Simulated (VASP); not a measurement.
A run of VASP 6.6.1:

INCAR

```
PREC = Accurate
ENCUT = 520
EDIFF = 1E-6
ISMEAR = 0
SIGMA = 0.1
LREAL = F
LASPH = T
NELM = 120
ALGO = Normal
ISIF = 2
LWAVE = F
LCHARG = F
LDIPOL = T
IDIPOL = 3
DIPOL = 0.5 0.5 0.500
GGA = PE
NBANDS = 66
GGA_COMPAT = F
NELMDL = -8
```

Contents of KPOINTS:

```
Automatic mesh
0
Gamma
  11 11 1
```

The input POSCAR:

```
NbN
1.0
    3.1265030847      0.0000000000      0.0000000000
    0.0000000000      3.1265030847      0.0000000000
    0.0000000000      0.0000000000     26.0538576630
Nb N
6 6
Direct
    0.0000000000      0.0000000000      0.2878652404
    0.5000000000      0.5000000000      0.3727191443
    0.0000000000      0.0000000000      0.4575730481
    0.5000000000      0.5000000000      0.5424269519
    0.0000000000      0.0000000000      0.6272808557
    0.5000000000      0.5000000000      0.7121347596
    0.5000000000      0.5000000000      0.2878652404
    0.0000000000      0.0000000000      0.3727191443
    0.5000000000      0.5000000000      0.4575730481
    0.0000000000      0.0000000000      0.5424269519
    0.5000000000      0.5000000000      0.6272808557
    0.0000000000      0.0000000000      0.7121347596
```

Potentials or basis: VASP PAW PBE potentials, release 64 (Nb_sv, N).

Run with:

```console
$ cat potpaw_PBE.64/Nb_sv/POTCAR potpaw_PBE.64/N/POTCAR > POTCAR
$ mpirun -np 1 vasp_std > vasp.out
```

Hardware: 1 thread of Oxide Virtual Turin-like Processor, with other jobs on the host.

Task: How long does it take, and how much memory?

Result: Wall time 17 min on 1 thread of Oxide Virtual Turin-like Processor, on a shared host, peak memory 0.42 GiB. Counts: scf iterations 30, k points 21.
